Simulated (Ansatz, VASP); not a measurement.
NiO in VASP and in Ansatz

INCAR

```
SYSTEM = NiO
ALGO     = Normal         ! electronic algorithm
EDIFF    = 1E-6           ! SCF threshold, eV
ENCUT    = 600            ! plane-wave cutoff, eV
GGA_COMPAT= .False.      
ISIF     = 2              ! what is computed and relaxed
ISMEAR   = 0              ! smearing method
ISPIN    = 2              ! spin polarisation
LASPH    = .True.         ! aspherical terms in the spheres
LCHARG   = .False.        ! write CHGCAR
LDAU     = .True.         ! DFT+U
LDAUJ    = 0 0          
LDAUL    = 2 -1           ! shell
LDAUPRINT= 1            
LDAUTYPE = 2            
LDAUU    = 6.2 0          ! U, eV
LMAXMIX  = 4              ! l up to which the mixer works
LORBIT   = 11             ! projections on sites
LREAL    = .False.        ! projectors in reciprocal space
LWAVE    = .False.        ! write WAVECAR
MAGMOM   = 1.86 0.26      ! initial moments
NBANDS   = 19             ! bands
NELM     = 200            ! most SCF steps
PREC     = Accurate       ! precision mode
SIGMA    = 0.05           ! smearing width, eV
```

The input KPOINTS:

```
k-points
0
Gamma
  10 10 10
  0 0 0
```

File POSCAR:

```
NiO
1.0
    0.0000000000      2.0986655543      2.0986655543
    2.0986655543      0.0000000000      2.0986655543
    2.0986655543      2.0986655543      0.0000000000
Ni O
1 1
Direct
    0.0000000000      0.0000000000      0.0000000000
    0.5000000000      0.5000000000      0.5000000000
```

Input for Ansatz:

```yaml
crystal:
  lattice:
    - [0.0, 2.0986655543, 2.0986655543]
    - [2.0986655543, 0.0, 2.0986655543]
    - [2.0986655543, 2.0986655543, 0.0]
  atoms:
    - { symbol: Ni, position: [0.0, 0.0, 0.0], spin: 1.85 }
    - { symbol: O, position: [0.5, 0.5, 0.5] }
basis:
  ecutwfc: 420
  ecutrho_ratio: 4
kpoints:
  mp_grid: { grid: [10, 10, 10] }
hamiltonian:
  xc: lda
  hubbard:
    sites:
      - { species: Ni, l: d, u_eff: 6.2, starting_ns: start.occupation_matrices }
    ns_hold: { iters: 6 }
scf:
  occupations: { method: gaussian, width: 0.05 }
  lower_state_search: "off"
output:
  forces: true
  stress: true
  eigenvalues: true
  populations: true
  hubbard: { sites: [{ species: Ni, l: d }] }
magnetization:
  spin_polarized: true
```

Alike in both runs: task single point; functional LDA; k mesh 10 × 10 × 10; occupations gaussian, width 0.05 eV; collinear spin; Hubbard terms Ni d U = 6.2 eV.

|  | VASP | Ansatz |
| --- | --- | --- |
| version | VASP 6.6.1 | Ansatz 0.2.0 |
| potentials or method | VASP PAW LDA potentials, release 64 (Ni, O), cutoff 600 eV | scalar-relativistic, plane waves, PAW |
| valence electrons in the cell | 16 | 24 |

Ansatz gave:

```
gap on the k mesh at the Fermi level (eV)                     : 1.60
least direct gap on the mesh (eV)                             : 2.28
pressure (GPa)                                                : -8.3
net moment per atom (μB)                                      : 1.00
size of the moment on the site where the two differ most (μB) : 1.69
```

Q: Which values does VASP return?

A: gap on the k mesh at the Fermi level (eV): 1.82; least direct gap on the mesh (eV): 2.50; pressure (GPa): -19.0; net moment per atom (μB): 1.00; size of the moment on the site where the two differ most (μB): 1.78.

LDA's correlation is that of Perdew and Zunger in VASP and of Perdew and Wang (1992) in Ansatz. Site moments also hang on the region over which each program counts them. The programs project onto different local orbitals, so the same U acts differently, and such runs can settle in different states. VASP's potentials hold 16 valence electrons a cell and Ansatz's 24, so a difference there can come from the potentials and not from the codes.
